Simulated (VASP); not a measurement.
Wanted: the native input for a VASP 6.6.1 run.

```
Task                   : single point
Functional             : PBEsol
Potentials or basis    : VASP PAW PBE potentials, release 64 (As)
Cutoff                 : 520 eV
k mesh                 : 6 × 6 × 2
Occupations            : gaussian, width 0.1 eV
Spin                   : no spin polarisation
Dipole correction      : no
Further INCAR settings : ALGO = Normal; EDIFF = 1e-07; NBANDS = 18
```

The structure of As lies in POSCAR:

```
As
1.0
    3.1169808247      0.0000000000      0.0000000000
   -1.5584904123      2.6993845773      0.0000000000
    0.0000000000      0.0000000000     10.0528783672
As
4
Direct
    0.0000000000      0.0000000000      0.0000000000
    0.0000000000      0.0000000000      0.5000000000
    0.3333333333      0.6666666667      0.7500000000
    0.6666666667      0.3333333333      0.2500000000
```

One way to write it, as run:

INCAR

```
ALGO     = Normal         # electronic algorithm
EDIFF    = 1E-7           # SCF threshold, eV
ENCUT    = 520            # plane-wave cutoff, eV
GGA      = PS             # functional
ISIF     = 2              # what is computed and relaxed
ISMEAR   = 0              # smearing method
LASPH    = T              # aspherical terms in the spheres
LCHARG   = F              # write CHGCAR
LREAL    = F              # projectors in reciprocal space
LWAVE    = F              # write WAVECAR
NBANDS   = 18             # bands
NELM     = 60             # most SCF steps
PREC     = Accurate       # precision mode
SIGMA    = 0.1            # smearing width, eV
```

KPOINTS

```
k-points
0
Gamma
  6 6 2
```

Potentials or basis: VASP PAW PBE potentials, release 64 (As).

The run is started by

```console
$ cat potpaw_PBE.64/As/POTCAR > POTCAR
$ mpirun -np 1 vasp_std > vasp.out
```

Results of the run:

- Pressure: -9.6 GPa
- Band gap on the k mesh: zero (band 10 reaches 9.29 eV, above the bottom of band 11 at 2.72 eV)

Caveat: the k points lie up to 0.39 Å⁻¹ apart; the PAW data sets were made with another functional, which shifts forces and pressure a little.

Run time: 16 s on 1 thread of Intel(R) Xeon(R) Platinum 8259CL CPU @ 2.50GHz (Skylake/Cascade Lake) (shared host), peak memory 0.19 GiB.
